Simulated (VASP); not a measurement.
# ZnS (P6_3mc) in VASP: further runs

The runs below take ZnS through single point, with r2SCAN, PBE.

Program: VASP 6.6.1. These are calculated values, not measurements. Logs are shortened: lines on timing, memory, paths and dates and some standing lists are left out, and cuts for length are marked.

**1. The cell of the first run**

The structure is hexagonal, space group P6_3mc (No. 186). The conventional cell has a = 3.840 Å, b = 3.840 Å, c = 6.244 Å, α = 90.00°, β = 90.00°, γ = 120.00°. Zn (site symmetry 3m) has 4 S at 2.35 Å within 3.1 Å. Within 3.1 Å of S (site symmetry 3m) lie 4 Zn at 2.35 Å.

**2. Single point, r2SCAN (biaxial xy strain +0.9%)**

POSCAR

```
ZnS
1.0
    3.8400804658      0.0000000000      0.0000000000
   -1.9200402329      3.3256072360      0.0000000000
    0.0000000000      0.0000000000      6.2439931319
Zn S
2 2
Direct
    0.3333333333      0.6666666667     -0.0004417113
    0.6666666667      0.3333333333      0.4995582887
    0.3333333333      0.6666666667      0.3754417113
    0.6666666667      0.3333333333      0.8754417113
```

INCAR.step1

```
SYSTEM = ZnS
ALGO     = Normal         ! electronic algorithm
EDIFF    = 1E-4           ! SCF threshold, eV
ENCUT    = 520            ! plane-wave cutoff, eV
GGA      = PE             ! functional
ISMEAR   = 0              ! smearing method
LASPH    = .True.         ! aspherical terms in the spheres
LCHARG   = .False.        ! write CHGCAR
LREAL    = .False.        ! projectors in reciprocal space
LWAVE    = .True.         ! write WAVECAR
NBANDS   = 26             ! bands
NELM     = 100            ! most SCF steps
PREC     = Accurate       ! precision mode
SIGMA    = 0.01           ! smearing width, eV
```

INCAR.step2

```
SYSTEM = ZnS
ALGO     = Normal         ! electronic algorithm
EDIFF    = 1E-7           ! SCF threshold, eV
ENCUT    = 520            ! plane-wave cutoff, eV
ISIF     = 2              ! what is computed and relaxed
ISMEAR   = 0              ! smearing method
ISTART   = 1            
LASPH    = .True.         ! aspherical terms in the spheres
LCHARG   = .False.        ! write CHGCAR
LMIXTAU  = .True.       
LREAL    = .False.        ! projectors in reciprocal space
LWAVE    = .False.        ! write WAVECAR
METAGGA  = R2SCAN         ! meta-GGA
NBANDS   = 26             ! bands
NELM     = 100            ! most SCF steps
PREC     = Accurate       ! precision mode
SIGMA    = 0.01           ! smearing width, eV
```

KPOINTS

```
k-points
0
Gamma
  12 12 4
  0 0 0
```

Potentials or basis: VASP PAW PBE potentials, release 64 (Zn, S).

On the command line:

```sh
cat potpaw_PBE.64/Zn/POTCAR potpaw_PBE.64/S/POTCAR > POTCAR
cp INCAR.step1 INCAR
mpirun -np 1 vasp_std > vasp.out
cp INCAR.step2 INCAR
mpirun -np 1 vasp_std > vasp.out
```

OUTCAR:

```text
SYSTEM = ZnS
   EDIFF = 1E-7
   ENCUT = 520
   ISIF = 2
   ISMEAR = 0
   ISTART = 1
   LASPH = .True.
   LREAL = .False.
   METAGGA = R2SCAN
   NELM = 100
   PREC = Accurate

 ion  position               nearest neighbor table
   1  0.333  0.667  1.000-   3 2.35   4 2.35   4 2.35   4 2.35
   2  0.667  0.333  0.500-   4 2.35   3 2.35   3 2.35   3 2.35
   3  0.333  0.667  0.375-   1 2.35   2 2.35   2 2.35   2 2.35
   4  0.667  0.333  0.875-   2 2.35   1 2.35   1 2.35   1 2.35

  LATTYP: Found a hexagonal cell.
 ALAT       =     3.8400804658
 C/A-ratio  =     1.6260058057

  Lattice vectors:

 A1 = (   3.8400804658,   0.0000000000,   0.0000000000)
 A2 = (  -1.9200402329,   3.3256072360,   0.0000000000)
 A3 = (   0.0000000000,   0.0000000000,   6.2439931319)

Analysis of symmetry for initial positions (statically):
=====================================================================
 Subroutine PRICEL returns:
 Original cell was already a primitive cell.

 Routine SETGRP: Setting up the symmetry group for a
 hexagonal supercell.

 Subroutine GETGRP returns: Found 12 space group operations
 (whereof  6 operations were pure point group operations)
 out of a pool of 24 trial point group operations.

The static configuration has the point symmetry C_3v.
 The point group associated with its full space group is C_6v.

Analysis of symmetry for dynamics (positions and initial velocities):
=====================================================================
 Subroutine PRICEL returns:
 Original cell was already a primitive cell.

 Routine SETGRP: Setting up the symmetry group for a
 hexagonal supercell.

 Subroutine GETGRP returns: Found 12 space group operations
 (whereof  6 operations were pure point group operations)
 out of a pool of 24 trial point group operations.

The dynamic configuration has the point symmetry C_3v.
 The point group associated with its full space group is C_6v.

 Subroutine INISYM returns: Found 12 space group operations
 (whereof  6 operations are pure point group operations),
 and found     1 'primitive' translations

----------------------------------------------------------------------------------------

                                     Primitive cell

  volume of cell :      79.7395

  direct lattice vectors                    reciprocal lattice vectors
     3.840080466  0.000000000  0.000000000     0.260411210  0.150348482  0.000000000
    -1.920040233  3.325607236  0.000000000     0.000000000  0.300696964  0.000000000
     0.000000000  0.000000000  6.243993132     0.000000000  0.000000000  0.160153924

  length of vectors
     3.840080466  3.840080466  6.243993132     0.300696964  0.300696964  0.160153924

  position of ions in fractional coordinates (direct lattice)
     0.333333333  0.666666667  0.999558289
     0.666666667  0.333333333  0.499558289
     0.333333333  0.666666667  0.375441711
     0.666666667  0.333333333  0.875441711

  ion indices of the primitive-cell ions
   primitive index   ion index
                 1           1
                 2           2
                 3           3
                 4           4

----------------------------------------------------------------------------------------

 KPOINTS: k-points

Automatic generation of k-mesh.
 Grid dimensions read from file:
 generate k-points for:   12   12    4

 Generating k-lattice:

  Cartesian coordinates                     Fractional coordinates (reciprocal lattice)
     0.021700934  0.012529040  0.000000000     0.083333333  0.000000000  0.000000000
     0.000000000  0.025058080  0.000000000     0.000000000  0.083333333  0.000000000
     0.000000000  0.000000000  0.040038481     0.000000000  0.000000000  0.250000000

  Length of vectors
     0.025058080  0.025058080  0.040038481

  Shift w.r.t. Gamma in fractional coordinates (k-lattice)
     0.000000000  0.000000000  0.000000000

 Subroutine IBZKPT returns following result:
 ===========================================

 Found     57 irreducible k-points:

 Following reciprocal coordinates:
            Coordinates               Weight
  0.000000  0.000000  0.000000      1.000000
  0.083333  0.000000  0.000000      6.000000
  0.166667  0.000000  0.000000      6.000000
  0.250000  0.000000  0.000000      6.000000
  0.333333  0.000000  0.000000      6.000000
  0.416667 -0.000000  0.000000      6.000000
[... 16 lines left out ...]
  0.250000  0.000000  0.250000     12.000000
  0.333333  0.000000  0.250000     12.000000
 [... further k-points ...]
   k-points           NKPTS =     57   k-points in BZ     NKDIM =     57   number of bands    NBANDS=     26
   number of dos      NEDOS =    301   number of ions     NIONS =      4
   total plane-waves  NPLWV =  43200
   dimension x,y,z NGX =    30 NGY =   30 NGZ =   48
   dimension x,y,z NGXF=    60 NGYF=   60 NGZF=   96
   ions per type =               2   2
   NGX,Y,Z   is equivalent  to a cutoff of  12.99, 12.99, 12.78 a.u.
   NGXF,Y,Z  is equivalent  to a cutoff of  25.98, 25.98, 25.56 a.u.
 SYSTEM =  ZnS
   PREC   = accura    normal or accurate (medium, high low for compatibility)
   ISTART =      1    job   : 0-new  1-cont  2-samecut
   ICHARG =      0    charge: 1-file 2-atom 10-const
   ISPIN  =      1    spin polarized calculation?
   LNONCOLLINEAR =      F non collinear calculations
   LSORBIT =      F    spin-orbit coupling
   LASPH  =      T    aspherical Exc in radial PAW
   ENCUT  =  520.0 eV  38.22 Ry    6.18 a.u.   7.14  7.14 11.61*2*pi/ulx,y,z
   NELM   =    100;   NELMIN=  2; NELMDL=  0     # of ELM steps
   EDIFF  = 0.1E-06   stopping-criterion for ELM
   LREAL  =      F    real-space projection
   EDIFFG = 0.1E-05   stopping-criterion for IOM
   NSW    =      0    number of steps for IOM
   IBRION =     -1    ionic relax: 0-MD 1-quasi-New 2-CG
   NFREE  =      0    steps in history (QN), initial steepest desc. (CG)
   ISIF   =      2    stress and relaxation
   ISYM   =      2    0-nonsym 1-usesym 2-fastsym
   POTIM  = 0.5000    time-step for ionic-motion
   TEBEG  =    0.0;   TEEND  =   0.0 temperature during run
   PSTRESS=    0.0 pullay stress
   NELECT =      36.0000    total number of electrons
   NUPDOWN=      -1.0000    fix difference up-down
   EMIN   =  10.00;   EMAX   =-10.00  energy-range for DOS
   EFERMI =   0.00;   METHOD = LEGACY
   ISMEAR =     0;   SIGMA  =   0.01  broadening in eV -4-tet -1-fermi 0-gaus
   EFERMI_NEDOS =   21; number of points for ismear=-14 and -15
   IALGO  =     38    algorithm
   IMIX   =      4    mixing-type and parameters
     AMIX     =   0.40;   BMIX     =  1.00
     AMIX_MAG =   1.60;   BMIX_MAG =  1.00
  volume/ion in A,a.u.               =      19.93       134.53
  Fermi-wavevector in a.u.,A,eV,Ry     =   1.255889  2.373285 21.459871  1.577256
  Thomas-Fermi vector in A             =   2.389623
   LORBIT       =      0    0 simple, 1 ext, 2 COOP (PROOUT), +10 PAW based schemes
   METAGGA = R2SCAN    functional components
   LHFCALC =     F    Hartree Fock is set to
   AEXX    =    0.0000 exact exchange contribution
   IVDW    =     0    specifies the selected vdW correction
   LEPSILON=     F    determine dielectric tensor
   LRPA    =     F    only Hartree local field effects (RPA)
 non-spin polarized calculation
 Gauss-broadening in eV      SIGMA  =   0.01
  energy-cutoff  :      520.00
  volume of cell :       79.74
 maximum number of plane-waves:      2180
 NGX is ok and might be reduce to    30
   NGX = 15   NGY = 15   NGZ = 23

 number of electron      36.0000007 magnetization

 Free energy of the ion-electron system (eV)
  ---------------------------------------------------
  ext. energy  EPLUGINS =         0.00000000
  ---------------------------------------------------
  free energy    TOTEN  =       -37.71669481 eV

  energy without entropy =      -37.71669481  energy(sigma->0) =      -37.71669481

 E-fermi :   1.7783     XC(G=0): -10.2234

 val. band max:        1.7378277246   @ k =   0.0000   0.0000   0.0000
 cond. band min:       4.4661191124   @ k =   0.0000   0.0000   0.0000
 fundamental gap:      2.7282913878
 Fermi energy:         1.7782869820

 k-point     1 :       0.0000    0.0000    0.0000
  band No.  band energies     occupation
      1     -11.8735      2.00000
      2     -10.9282      2.00000
      3      -4.7070      2.00000
      4      -4.6987      2.00000
      5      -4.6987      2.00000
      6      -4.6112      2.00000
[... 18 lines left out ...]
     25       9.9578      0.00000
     26      11.5849      0.00000

 k-point     2 :       0.0833    0.0000    0.0000
  band No.  band energies     occupation
      1     -11.8266      2.00000
      2     -10.9024      2.00000
      3      -4.7063      2.00000
      4      -4.6916      2.00000
      5      -4.6888      2.00000
      6      -4.6056      2.00000
[... 18 lines left out ...]
     25      10.1780      0.00000
     26      11.2294      0.00000

 k-point     3 :       0.1667    0.0000    0.0000
  band No.  band energies     occupation
      1     -11.6925      2.00000
      2     -10.8329      2.00000
      3      -4.7075      2.00000
      4      -4.6681      2.00000
      5      -4.6631      2.00000
      6      -4.5842      2.00000
[... 18 lines left out ...]
     25      10.4844      0.00000
     26      10.7872      0.00000

 k-point     4 :       0.2500    0.0000    0.0000
  band No.  band energies     occupation
      1     -11.4913      2.00000
      2     -10.7426      2.00000
      3      -4.7017      2.00000
      4      -4.6386      2.00000
      5      -4.6316      2.00000
      6      -4.5359      2.00000
[... 18 lines left out ...]
     25      10.7982      0.00000
     26      11.1986      0.00000
[... 496 lines left out ...]
      1     -11.5806      2.00000
      2     -10.9749      2.00000
      3      -4.7160      2.00000
      4      -4.6605      2.00000
      5      -4.6511      2.00000
      6      -4.6038      2.00000
[... 18 lines left out ...]
     25      10.3846      0.00000
     26      10.7050      0.00000

 k-point    23 :       0.2500    0.0000    0.2500
  band No.  band energies     occupation
      1     -11.3908      2.00000
      2     -10.8621      2.00000
      3      -4.7111      2.00000
      4      -4.6434      2.00000
      5      -4.6154      2.00000
      6      -4.5513      2.00000
[... 18 lines left out ...]
     25      10.7829      0.00000
     26      11.2196      0.00000

 k-point    24 :       0.3333    0.0000    0.2500
  band No.  band energies     occupation
      1     -11.1758      2.00000
      2     -10.7554      2.00000
      3      -4.6982      2.00000
      4      -4.6177      2.00000
      5      -4.5841      2.00000
      6      -4.4718      2.00000
[... 18 lines left out ...]
     25      11.1108      0.00000
     26      12.1282      0.00000

 [... further k-points ...]
[... 5 lines left out ...]
  --------------------------------------------------------------------------------------
  -------------------------------------------------------------------------------------
  Total       -0.7715231     -0.7715231     -0.3229079      0.0000000      0.0000000      0.0000000
  in kB      -15.5019321    -15.5019321     -6.4880699      0.0000000      0.0000000      0.0000000
  external PRESSURE =     -12.4973113 kB  Pullay stress =       0.0000000 kB

 VOLUME and BASIS-vectors are now :
 -----------------------------------------------------------------------------
  energy-cutoff  :      520.00
  volume of cell :       79.74
      direct lattice vectors                 reciprocal lattice vectors
     3.840080466  0.000000000  0.000000000     0.260411210  0.150348482  0.000000000
    -1.920040233  3.325607236  0.000000000     0.000000000  0.300696964  0.000000000
     0.000000000  0.000000000  6.243993132     0.000000000  0.000000000  0.160153924

 POSITION                                       TOTAL-FORCE (eV/Angst)
 -----------------------------------------------------------------------------------
     -0.00000      2.21707      6.24124        -0.000000      0.000000     -0.005367
      1.92004      1.10854      3.11924         0.000000     -0.000000     -0.005367
     -0.00000      2.21707      2.34426        -0.000000      0.000000      0.005367
      1.92004      1.10854      5.46625        -0.000000     -0.000000      0.005367
 -----------------------------------------------------------------------------------
    total drift:                               -0.000000      0.000000     -0.022432

  FREE ENERGIE OF THE ION-ELECTRON SYSTEM (eV)
  ---------------------------------------------------
  free  energy   TOTEN  =       -37.7166948099 eV

  energy  without entropy=      -37.7166948099  energy(sigma->0) =      -37.71669481
```

Wall time 4.5 min (1 thread of Intel Xeon Platinum 8488C (Sapphire Rapids), shared host); peak memory 0.27 GiB.

Results:

```
Free energy            : -37.7167 eV
Pressure               : -1.2 GPa
Largest force          : 0.005 eV/Å
Band gap on the k mesh : 2.73 eV, direct
```

Forces in eV/Å, atoms in the order of the input:
```
Zn   0.000  0.000 -0.005
Zn   0.000  0.000 -0.005
S    0.000  0.000  0.005
S    0.000  0.000  0.005
```

Caveat: the cell differs from its parent crystal (biaxial xy strain +0.9%); the PAW data sets were made with another functional, which shifts forces and pressure a little. A k mesh can miss the band edges.

**3. Single point, PBE (epitaxial xy strain -0.3%)**

INCAR

```
SYSTEM = ZnS
  ALGO = Normal
  EDIFF = 1E-7
  ENCUT = 520
  GGA = PE
  ISIF = 2
  ISMEAR = -1
  LASPH = .TRUE.
  LCHARG = .TRUE.
  LELF = .TRUE.
  LREAL = .FALSE.
  LVHAR = .TRUE.
  LWAVE = .FALSE.
  NBANDS = 26
  NELM = 100
  PREC = Accurate
  SIGMA = 0.02
```

KPOINTS

```
k-points
0
G
  12 12 4
  0 0 0
```

POSCAR

```
ZnS
1.0
    3.7921317850      0.0000000000      0.0000000000
   -1.8960658925      3.2840824603      0.0000000000
    0.0000000000      0.0000000000      6.2587052548
Zn S
2 2
Direct
    0.3333333333      0.6666666667      0.0009236661
    0.6666666667      0.3333333333      0.5009236661
    0.3333333333      0.6666666667      0.3740763339
    0.6666666667      0.3333333333      0.8740763339
```

Potentials or basis: VASP PAW PBE potentials, release 64 (Zn, S).

On the command line:

```sh
cat potpaw_PBE.64/Zn/POTCAR potpaw_PBE.64/S/POTCAR > POTCAR
mpirun -np 1 vasp_std > vasp.out
```

Wall time 61 s (1 thread of Intel Xeon Platinum 8488C (Sapphire Rapids), shared host); peak memory 0.24 GiB.

Results (log left out):

```
Free energy            : -13.6678 eV
Pressure               : 2.8 GPa
Band gap on the k mesh : 2.22 eV, direct
```

Forces in eV/Å, atoms in the order of the input:
```
Zn   0.000  0.000  0.003
Zn   0.000  0.000  0.003
S    0.000  0.000 -0.003
S    0.000  0.000 -0.003
```

Stress tensor (GPa, compression positive):
```
2.98 0.00 0.00
0.00 2.98 0.00
0.00 0.00 2.44
```

Levels at points of the mesh, in eV from the valence-band top:
| k point | band 14 | band 15 | band 16 | band 17 | band 18 | band 19 | band 20 | band 21 | band 22 | band 23 |
| --- | --- | --- | --- | --- | --- | --- | --- | --- | --- | --- |
| (0.00, 0.00, 0.00) | -0.89 | -0.89 | -0.11 | 0.00 | 0.00 | 2.22 | 3.16 | 6.33 | 6.33 | 6.50 |
| (0.50, 0.00, 0.00) | -4.17 | -3.33 | -2.26 | -1.73 | -0.90 | 3.68 | 4.25 | 5.07 | 6.89 | 7.37 |
| (0.00, 0.00, 0.50) | -2.93 | -0.47 | -0.47 | -0.47 | -0.47 | 3.60 | 3.60 | 6.78 | 6.78 | 6.78 |
| (0.50, 0.00, 0.50) | -4.91 | -1.69 | -1.69 | -1.63 | -1.63 | 3.52 | 3.52 | 5.21 | 5.21 | 8.80 |

Caveat: the cell differs from its parent crystal (epitaxial xy strain -0.3%). A k mesh can miss the band edges.

**4. Single point, r2SCAN (epitaxial xy strain -0.3%)**

POSCAR is that of step 3.

INCAR.step1

```
SYSTEM = ZnS
ALGO = Normal ; EDIFF = 1E-4
ENCUT = 520 ; GGA = PE
ISMEAR = 0 ; LASPH = .TRUE.
LCHARG = .FALSE. ; LREAL = .FALSE.
LWAVE = .TRUE. ; NBANDS = 26
NELM = 100 ; PREC = Accurate
SIGMA = 0.01
```

INCAR.step2

```
SYSTEM = ZnS
ALGO = Normal ; EDIFF = 1E-6
ENCUT = 520 ; ISIF = 2
ISMEAR = 0 ; ISTART = 1
LASPH = .TRUE. ; LCHARG = .FALSE.
LMIXTAU = .TRUE. ; LREAL = .FALSE.
LWAVE = .FALSE. ; METAGGA = R2SCAN
NBANDS = 26 ; NELM = 100
PREC = Accurate ; SIGMA = 0.01
```

KPOINTS is that of step 3.

On the command line:

```sh
cat potpaw_PBE.64/Zn/POTCAR potpaw_PBE.64/S/POTCAR > POTCAR
cp INCAR.step1 INCAR
mpirun -np 1 vasp_std > vasp.out
cp INCAR.step2 INCAR
mpirun -np 1 vasp_std > vasp.out
```

It took 3.2 min on 1 thread of Intel Xeon Platinum 8488C (Sapphire Rapids), shared host; peak memory 0.25 GiB.

It converged, with:

| Property | Result |
| --- | --- |
| Free energy | -37.7225 eV |
| Pressure | 0.5 GPa |
| Largest force | 0.007 eV/Å |
| Band gap on the k mesh | 2.79 eV, direct |

Forces in eV/Å, atoms in the order of the input:
```
Zn   0.000  0.000 -0.007
Zn   0.000  0.000 -0.007
S    0.000  0.000  0.007
S    0.000  0.000  0.007
```

Stress tensor (GPa, compression positive):
```
0.70 0.00 0.00
0.00 0.70 0.00
0.00 0.00 0.05
```

Levels at points of the mesh, in eV from the valence-band top:
```
           k point  band 14  band 15  band 16  band 17  band 18  band 19  band 20  band 21  band 22  band 23
(0.00, 0.00, 0.00)    -0.92    -0.92    -0.12     0.00     0.00     2.79     3.67     6.81     6.81     7.00
(0.50, 0.00, 0.00)    -4.22    -3.40    -2.32    -1.76    -0.92     4.06     4.77     5.41     7.36     7.95
(0.00, 0.00, 0.50)    -2.95    -0.48    -0.48    -0.48    -0.48     4.15     4.15     7.28     7.28     7.28
(0.50, 0.00, 0.50)    -4.99    -1.73    -1.73    -1.67    -1.67     3.94     3.94     5.64     5.64     9.37
```

Caveat: the cell differs from its parent crystal (epitaxial xy strain -0.3%); the PAW data sets were made with another functional, which shifts forces and pressure a little. A k mesh can miss the band edges.

**5. Summary**

```csv
level,cell,smearing,gap on the mesh (eV),pressure (GPa),largest force (eV/Å)
r2SCAN,"a = 3.840, b = 3.840, c = 6.244 Å, angles 90.0, 90.0, 120.0°, 4 atoms",gaussian 0.01 eV,2.73,-1.2,0.01
PBE,"a = 3.792, b = 3.792, c = 6.259 Å, angles 90.0, 90.0, 120.0°, 4 atoms",fermi-dirac 0.02 eV,2.22,2.8,-
r2SCAN,"a = 3.792, b = 3.792, c = 6.259 Å, angles 90.0, 90.0, 120.0°, 4 atoms",gaussian 0.01 eV,2.79,0.5,0.01
```

Alike in all rows: task single point; potentials or basis VASP PAW PBE potentials, release 64 (Zn, S); no spin polarisation; k mesh 12 × 12 × 4; cutoff (eV) 520.

Caveats: the PAW data sets were made with another functional, which shifts forces and pressure a little (some runs).

Absolute energies hang on the potentials; compare differences alone.
